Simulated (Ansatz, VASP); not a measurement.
One calculation of ZrB2, two programs

```
Zr B
1.0
     3.17000    0.00000    0.00000
    -1.58500    2.74530    0.00000
     0.00000    0.00000    3.53300
Zr B
1 2
Cartesian
  0.0000 0.0000 0.0000
  0.0000 1.8302 1.7665
  1.5850 0.9151 1.7665
```

Alike in both runs: task relaxation of cell and atoms; functional r2SCAN; k mesh 11 × 11 × 9; occupations fermi-dirac, width 0.1 eV; no spin polarisation.

```csv
,VASP,Ansatz
version,VASP 6.6.1,Ansatz 0.2.0
potentials or method,"VASP PAW PBE potentials, release 64 (Zr_sv, B), cutoff 600 eV",PAW plane waves
valence electrons in the cell,18,18
```

```tsv
	VASP	Ansatz	Ansatz less VASP
gap on the k mesh at the Fermi level, each at its own relaxed structure (eV)	none	none	-
relaxed volume (Å³/atom)	10.29	10.29	0.000
relaxed cell length with the largest relative difference (Å)	3.552	3.553	+0.0001
```

VASP's potentials were made for PBE, not for r2SCAN. A gap of «none» marks a metal or a gap that the smearing closes.
